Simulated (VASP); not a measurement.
Ni:

```
Ni
1.0
     0.00000    1.74554    1.74554
     1.74554    0.00000    1.74554
     1.74554    1.74554    0.00000
Ni
1
Direct
  0.00000 0.00000 0.00000
```

Base run:

* Program: VASP 6.6.1
* Functional: LDA
* Potentials or basis: VASP PAW LDA potentials, release 64 (Ni)
* Cutoff: 520 eV
* k mesh: 24 × 24 × 24
* Occupations: gaussian, width 0.15 eV
* Spin: collinear spin, ferromagnetic start
* Starting moments: [1.0] μB
* Fixed moment: 1 μB

Its results: pressure -9.3 GPa; site moments Ni +0.98 μB.

Task: The run is repeated on the same cell with these changes: fixed moment from 1 μB to 0.125 μB; moments at the start from [1.0] to [0.12]. What comes out?

Result: Pressure -13.5 GPa; site moments Ni +0.13 μB.

Caveats: the total moment is fixed, so each spin has its own Fermi level.
